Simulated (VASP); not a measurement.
# BP (I-4m2) in VASP: a series of runs

BP is run at these levels: r2SCAN; tasks: single point.

All numbers are computed with VASP 6.6.1; they aren't measurements. Logs are shortened: lines on timing, memory, paths and dates and some standing lists are left out, and cuts for length are marked.

### Step 1. The cell of the first run

The structure is tetragonal, space group I-4m2 (No. 119). Conventional cell: a = 3.272 Å, b = 3.272 Å, c = 4.482 Å, α = 90.00°, β = 90.00°, γ = 90.00°. Within 2.6 Å of B (site symmetry -4m2) lie 4 P at 1.98 Å. P (site symmetry -4m2) has 4 B at 1.98 Å within 2.6 Å.

### Step 2. Single point, r2SCAN (in-plane strain +0.02)

POSCAR reads:

```
BP
1.0
    2.3136222856      2.3136222856      0.0000000000
   -2.3136222856      2.3136222856      0.0000000000
    0.0000000000      2.3136222856      2.2410380570
B P
1 1
Direct
    0.0000000000      0.0000000000      0.0000000000
    0.7500000000      0.2500000000      0.5000000000
```

INCAR.step1 reads:

```
SYSTEM = BP
ALGO = Normal
EDIFF = 1E-4
ENCUT = 520
GGA = PE
ISMEAR = 0
LASPH = .True.
LCHARG = .False.
LREAL = .False.
LWAVE = .True.
NBANDS = 11
NELM = 80
PREC = Accurate
SIGMA = 0.01
```

INCAR.step2 reads:

```
SYSTEM = BP
ALGO = Normal
EDIFF = 1E-6
ENCUT = 520
ISIF = 2
ISMEAR = 0
ISTART = 1
LASPH = .True.
LCHARG = .True.
LELF = .True.
LMIXTAU = .True.
LREAL = .False.
LVHAR = .True.
LWAVE = .False.
METAGGA = R2SCAN
NBANDS = 11
NELM = 80
PREC = Accurate
SIGMA = 0.01
```

KPOINTS reads:

```
k-points
0
Gamma
  8 8 8
  0 0 0
```

Potentials or basis: VASP PAW PBE potentials, release 64 (B, P).

Run with:

```bash
$ cat potpaw_PBE.64/B/POTCAR potpaw_PBE.64/P/POTCAR > POTCAR
$ cp INCAR.step1 INCAR
$ mpirun -np 1 vasp_std > vasp.out
$ cp INCAR.step2 INCAR
$ mpirun -np 1 vasp_std > vasp.out
```

OUTCAR:

```text
SYSTEM = BP
   EDIFF = 1E-6
   ENCUT = 520
   ISIF = 2
   ISMEAR = 0
   ISTART = 1
   LASPH = .True.
   LREAL = .False.
   METAGGA = R2SCAN
   NELM = 80
   PREC = Accurate

 ion  position               nearest neighbor table
   1  0.000  0.000  0.000-   2 1.98   2 1.98   2 1.98   2 1.98
   2  0.750  0.250  0.500-   1 1.98   1 1.98   1 1.98   1 1.98

  LATTYP: Found a body centered tetragonal cell.
 ALAT       =     3.2719560145
 C/A-ratio  =     1.3698460780

  Lattice vectors:

 A1 = (   2.3136222856,   0.0000000000,  -2.2410380570)
 A2 = (  -2.3136222856,   0.0000000000,  -2.2410380570)
 A3 = (   0.0000000000,   2.3136222856,   2.2410380570)

Analysis of symmetry for initial positions (statically):
=====================================================================
 Subroutine PRICEL returns:
 Original cell was already a primitive cell.

 Routine SETGRP: Setting up the symmetry group for a
 body centered tetragonal supercell.

 Subroutine GETGRP returns: Found  8 space group operations
 (whereof  8 operations were pure point group operations)
 out of a pool of 16 trial point group operations.

The static configuration has the point symmetry D_2d.

Analysis of symmetry for dynamics (positions and initial velocities):
=====================================================================
 Subroutine PRICEL returns:
 Original cell was already a primitive cell.

 Routine SETGRP: Setting up the symmetry group for a
 body centered tetragonal supercell.

 Subroutine GETGRP returns: Found  8 space group operations
 (whereof  8 operations were pure point group operations)
 out of a pool of 16 trial point group operations.

The dynamic configuration has the point symmetry D_2d.

 Subroutine INISYM returns: Found  8 space group operations
 (whereof  8 operations are pure point group operations),
 and found     1 'primitive' translations

----------------------------------------------------------------------------------------

                                     Primitive cell

  volume of cell :      23.9919

  direct lattice vectors                    reciprocal lattice vectors
     2.313622286  2.313622286  0.000000000     0.216111335  0.216111335 -0.223110892
    -2.313622286  2.313622286  0.000000000    -0.216111335  0.216111335 -0.223110892
     0.000000000  2.313622286  2.241038057     0.000000000  0.000000000  0.446221784

  length of vectors
     3.271956015  3.271956015  3.221040151     0.378400169  0.378400169  0.446221784

  position of ions in fractional coordinates (direct lattice)
     0.000000000  0.000000000  0.000000000
     0.750000000  0.250000000  0.500000000

  ion indices of the primitive-cell ions
   primitive index   ion index
                 1           1
                 2           2

----------------------------------------------------------------------------------------

 KPOINTS: k-points

Automatic generation of k-mesh.
 Grid dimensions read from file:
 generate k-points for:    8    8    8

 Generating k-lattice:

  Cartesian coordinates                     Fractional coordinates (reciprocal lattice)
     0.027013917  0.027013917 -0.027888862     0.125000000  0.000000000  0.000000000
    -0.027013917  0.027013917 -0.027888862     0.000000000  0.125000000  0.000000000
     0.000000000  0.000000000  0.055777723     0.000000000  0.000000000  0.125000000

  Length of vectors
     0.047300021  0.047300021  0.055777723

  Shift w.r.t. Gamma in fractional coordinates (k-lattice)
     0.000000000  0.000000000  0.000000000

 Subroutine IBZKPT returns following result:
 ===========================================

 Found     59 irreducible k-points:

 Following reciprocal coordinates:
            Coordinates               Weight
  0.000000  0.000000  0.000000      1.000000
  0.125000  0.000000  0.000000      8.000000
  0.250000  0.000000  0.000000      8.000000
  0.375000  0.000000  0.000000      8.000000
  0.500000  0.000000  0.000000      4.000000
  0.125000  0.125000  0.000000      8.000000
[... 16 lines left out ...]
  0.250000  0.000000  0.125000      4.000000
  0.375000  0.000000  0.125000      8.000000
 [... further k-points ...]
   k-points           NKPTS =     59   k-points in BZ     NKDIM =     59   number of bands    NBANDS=     11
   number of dos      NEDOS =    301   number of ions     NIONS =      2
   total plane-waves  NPLWV =  13824
   dimension x,y,z NGX =    24 NGY =   24 NGZ =   24
   dimension x,y,z NGXF=    48 NGYF=   48 NGZF=   48
   ions per type =               1   1
   NGX,Y,Z   is equivalent  to a cutoff of  12.19, 12.19, 12.39 a.u.
   NGXF,Y,Z  is equivalent  to a cutoff of  24.39, 24.39, 24.77 a.u.
 SYSTEM =  BP
   PREC   = accura    normal or accurate (medium, high low for compatibility)
   ISTART =      1    job   : 0-new  1-cont  2-samecut
   ICHARG =      0    charge: 1-file 2-atom 10-const
   ISPIN  =      1    spin polarized calculation?
   LNONCOLLINEAR =      F non collinear calculations
   LSORBIT =      F    spin-orbit coupling
   LASPH  =      T    aspherical Exc in radial PAW
   ENCUT  =  520.0 eV  38.22 Ry    6.18 a.u.   6.08  6.08  5.99*2*pi/ulx,y,z
   NELM   =     80;   NELMIN=  2; NELMDL=  0     # of ELM steps
   EDIFF  = 0.1E-05   stopping-criterion for ELM
   LREAL  =      F    real-space projection
   EDIFFG = 0.1E-04   stopping-criterion for IOM
   NSW    =      0    number of steps for IOM
   IBRION =     -1    ionic relax: 0-MD 1-quasi-New 2-CG
   NFREE  =      0    steps in history (QN), initial steepest desc. (CG)
   ISIF   =      2    stress and relaxation
   ISYM   =      2    0-nonsym 1-usesym 2-fastsym
   POTIM  = 0.5000    time-step for ionic-motion
   TEBEG  =    0.0;   TEEND  =   0.0 temperature during run
   PSTRESS=    0.0 pullay stress
   NELECT =       8.0000    total number of electrons
   NUPDOWN=      -1.0000    fix difference up-down
   EMIN   =  10.00;   EMAX   =-10.00  energy-range for DOS
   EFERMI =   0.00;   METHOD = LEGACY
   ISMEAR =     0;   SIGMA  =   0.01  broadening in eV -4-tet -1-fermi 0-gaus
   EFERMI_NEDOS =   21; number of points for ismear=-14 and -15
   IALGO  =     38    algorithm
   IMIX   =      4    mixing-type and parameters
     AMIX     =   0.40;   BMIX     =  1.00
     AMIX_MAG =   1.60;   BMIX_MAG =  1.00
  volume/ion in A,a.u.               =      12.00        80.95
  Fermi-wavevector in a.u.,A,eV,Ry     =   1.135229  2.145272 17.534436  1.288745
  Thomas-Fermi vector in A             =   2.271934
   LORBIT       =      0    0 simple, 1 ext, 2 COOP (PROOUT), +10 PAW based schemes
   METAGGA = R2SCAN    functional components
   LHFCALC =     F    Hartree Fock is set to
   AEXX    =    0.0000 exact exchange contribution
   IVDW    =     0    specifies the selected vdW correction
   LEPSILON=     F    determine dielectric tensor
   LRPA    =     F    only Hartree local field effects (RPA)
 non-spin polarized calculation
 Gauss-broadening in eV      SIGMA  =   0.01
  energy-cutoff  :      520.00
  volume of cell :       23.99
 maximum number of plane-waves:       660
   NGX = 13   NGY = 13   NGZ = 11

 number of electron       8.0000000 magnetization

 Free energy of the ion-electron system (eV)
  ---------------------------------------------------
  ext. energy  EPLUGINS =         0.00000000
  ---------------------------------------------------
  free energy    TOTEN  =       -17.28493299 eV

  energy without entropy =      -17.28493299  energy(sigma->0) =      -17.28493299

 E-fermi :   7.3684     XC(G=0): -11.3815

 val. band max:        7.2890474328   @ k =   0.0000   0.0000   0.0000
 cond. band min:       8.3008456648   @ k =   0.0000   0.0000   0.3750
 fundamental gap:      1.0117982320
 Fermi energy:         7.3684167464

 k-point     1 :       0.0000    0.0000    0.0000
  band No.  band energies     occupation
      1      -8.9385      2.00000
      2       6.9728      2.00000
      3       6.9728      2.00000
      4       7.2890      2.00000
      5      10.5521      0.00000
      6      10.7521      0.00000
      7      10.7521      0.00000
      8      14.6495      0.00000
      9      19.2259      0.00000
     10      19.2848      0.00000
     11      20.0475      0.00000

 k-point     2 :       0.1250    0.0000    0.0000
  band No.  band energies     occupation
      1      -8.6493      2.00000
      2       5.1493      2.00000
      3       6.5134      2.00000
      4       6.7652      2.00000
      5      11.0858      0.00000
      6      11.3500      0.00000
      7      11.4035      0.00000
      8      15.5162      0.00000
      9      18.4572      0.00000
     10      19.0541      0.00000
     11      20.1416      0.00000

 k-point     3 :       0.2500    0.0000    0.0000
  band No.  band energies     occupation
      1      -7.8021      2.00000
      2       2.0636      2.00000
      3       5.7588      2.00000
      4       6.0795      2.00000
      5      11.2186      0.00000
      6      12.0716      0.00000
      7      12.2196      0.00000
      8      17.1904      0.00000
      9      18.4404      0.00000
     10      18.6145      0.00000
     11      20.8336      0.00000

 k-point     4 :       0.3750    0.0000    0.0000
  band No.  band energies     occupation
      1      -6.5117      2.00000
      2      -0.7399      2.00000
      3       5.2264      2.00000
      4       5.6120      2.00000
      5      11.0279      0.00000
      6      12.0599      0.00000
      7      12.4228      0.00000
      8      17.9240      0.00000
      9      20.1014      0.00000
     10      20.3827      0.00000
     11      21.6214      0.00000

 k-point     5 :       0.5000    0.0000    0.0000
  band No.  band energies     occupation
      1      -5.5477      2.00000
      2      -2.2267      2.00000
      3       5.0421      2.00000
      4       5.4532      2.00000
      5      10.9373      0.00000
      6      11.9362      0.00000
      7      12.3642      0.00000
      8      17.9085      0.00000
      9      22.0091      0.00000
     10      22.5984      0.00000
     11      22.8376      0.00000
[... 211 lines left out ...]
 k-point    21 :       0.5000    0.5000    0.0000
  band No.  band energies     occupation
      1      -4.0255      2.00000
      2      -2.0023      2.00000
      3       2.9196      2.00000
      4       2.9823      2.00000
      5       8.7972      0.00000
      6       9.1670      0.00000
      7      19.5155      0.00000
      8      20.1697      0.00000
      9      22.8657      0.00000
     10      24.6909      0.00000
     11      25.3094      0.00000

 k-point    22 :       0.0000    0.0000    0.1250
  band No.  band energies     occupation
      1      -8.5366      2.00000
      2       5.7483      2.00000
      3       5.7483      2.00000
      4       6.0260      2.00000
      5       9.9023      0.00000
      6      12.3879      0.00000
      7      12.3879      0.00000
      8      14.9983      0.00000
      9      18.4191      0.00000
     10      19.6711      0.00000
     11      20.5805      0.00000

 k-point    23 :       0.2500    0.0000    0.1250
  band No.  band energies     occupation
      1      -8.1881      2.00000
      2       3.9131      2.00000
      3       4.8951      2.00000
      4       6.4481      2.00000
      5      11.5253      0.00000
      6      11.7411      0.00000
      7      12.5046      0.00000
      8      15.9377      0.00000
      9      17.1653      0.00000
     10      19.5507      0.00000
     11      21.2993      0.00000

 k-point    24 :       0.3750    0.0000    0.1250
  band No.  band energies     occupation
      1      -7.1900      2.00000
      2       1.2661      2.00000
      3       4.0647      2.00000
      4       5.6828      2.00000
      5      11.6020      0.00000
      6      12.3227      0.00000
      7      13.2675      0.00000
      8      16.5543      0.00000
      9      17.3958      0.00000
     10      20.8557      0.00000
     11      22.5086      0.00000

 [... further k-points ...]

------------------------ aborting loop because EDIFF is reached ----------------------------------------

  FORCE on cell =-STRESS in cart. coord.  units (eV):
  Direction    XX          YY          ZZ          XY          YZ          ZX
  --------------------------------------------------------------------------------------
  -------------------------------------------------------------------------------------
  Total       -1.1631636     -1.1631636      0.1246527      0.0000000      0.0000000     -0.0000000
  in kB      -77.6760686    -77.6760686      8.3243062      0.0000000      0.0000000     -0.0000000
  external PRESSURE =     -49.0092770 kB  Pullay stress =       0.0000000 kB

 VOLUME and BASIS-vectors are now :
 -----------------------------------------------------------------------------
  energy-cutoff  :      520.00
  volume of cell :       23.99
      direct lattice vectors                 reciprocal lattice vectors
     2.313622286  2.313622286  0.000000000     0.216111335  0.216111335 -0.223110892
    -2.313622286  2.313622286  0.000000000    -0.216111335  0.216111335 -0.223110892
     0.000000000  2.313622286  2.241038057     0.000000000  0.000000000  0.446221784

 POSITION                                       TOTAL-FORCE (eV/Angst)
 -----------------------------------------------------------------------------------
      0.00000      0.00000      0.00000        -0.000000      0.000000      0.000000
      1.15681      3.47043      1.12052         0.000000     -0.000000      0.000000
 -----------------------------------------------------------------------------------
    total drift:                               -0.000000      0.000000     -0.000000

  FREE ENERGIE OF THE ION-ELECTRON SYSTEM (eV)
  ---------------------------------------------------
  free  energy   TOTEN  =       -17.2849329907 eV

  energy  without entropy=      -17.2849329907  energy(sigma->0) =      -17.28493299
```

It took 17 s on 1 thread of Intel Xeon 6975P-C (Granite Rapids), shared host; peak memory 0.14 GiB.

What came out:

* Free energy: -17.2849 eV
* Pressure: -4.9 GPa
* Band gap on the k mesh: 1.01 eV (least direct gap 3.26 eV)

Stress tensor (GPa, compression positive):
```
-7.77  0.00  0.00
 0.00 -7.77  0.00
 0.00  0.00  0.83
```

Caveat: the cell differs from its parent crystal (in-plane strain +0.02); the cell stands under tension; the PAW data sets were made with another functional, which shifts forces and pressure a little. A k mesh can miss the band edges.

### Step 3. Single point, r2SCAN (film at in-plane strain +0.02)

Edit POSCAR of step 2 so:

```diff
@@ -4,3 +4,3 @@
    -2.3136222856      2.3136222856      0.0000000000
-    0.0000000000      2.3136222856      2.2410380570
+    0.0000000000      2.3136222856      2.2498270378
 B P
```

INCAR.step1 reads:

```
PREC = Accurate
ENCUT = 520
ISMEAR = 0
SIGMA = 0.01
LREAL = F
LASPH = T
NELM = 100
NBANDS = 11
GGA = PE
ALGO = Normal
EDIFF = 1E-4
LWAVE = T
LCHARG = F
```

INCAR.step2 reads:

```
PREC = Accurate
ENCUT = 520
EDIFF = 1E-7
ISMEAR = 0
SIGMA = 0.01
LREAL = F
LASPH = T
NELM = 100
ALGO = Normal
ISIF = 2
LWAVE = F
LCHARG = F
METAGGA = R2SCAN
LMIXTAU = T
NBANDS = 11
ISTART = 1
```

KPOINTS reads:

```
regular mesh
0
Gamma
  8 8 8
```

Potentials or basis: VASP PAW PBE potentials, release 64 (B, P).

Run with:

```bash
$ cat potpaw_PBE.64/B/POTCAR potpaw_PBE.64/P/POTCAR > POTCAR
$ cp INCAR.step1 INCAR
$ mpirun -np 1 vasp_std > vasp.out
$ cp INCAR.step2 INCAR
$ mpirun -np 1 vasp_std > vasp.out
```

Run time: 19 s. Hardware: 1 thread of Intel Xeon 6975P-C (Granite Rapids), shared host; peak memory 0.14 GiB.

It converged, with:

```
Free energy            : -17.2851 eV
Pressure               : -5.5 GPa
Band gap on the k mesh : 1.08 eV (least direct gap 3.30 eV)
```

Stress tensor (GPa, compression positive):
```
-8.01  0.00  0.00
 0.00 -8.01  0.00
 0.00  0.00 -0.45
```

Levels at points of the mesh, in eV from the valence-band top:
```csv
k point,band 1,band 2,band 3,band 4,band 5,band 6,band 7,band 8,band 9
"(0.00, 0.00, 0.00)",-16.17,-0.28,-0.28,0.00,3.30,3.47,3.47,7.33,11.99
"(0.50, 0.00, 0.00)",-12.79,-9.46,-2.19,-1.83,3.67,4.69,5.05,10.63,14.77
"(0.50, 0.50, 0.00)",-11.26,-9.23,-4.34,-4.29,1.52,1.89,12.26,12.84,15.60
"(0.00, 0.00, 0.50)",-10.99,-8.98,-4.61,-4.61,1.20,1.49,12.57,12.57,16.01
```

Caveat: the cell differs from its parent crystal (film at in-plane strain +0.02); the cell stands under tension; the PAW data sets were made with another functional, which shifts forces and pressure a little.
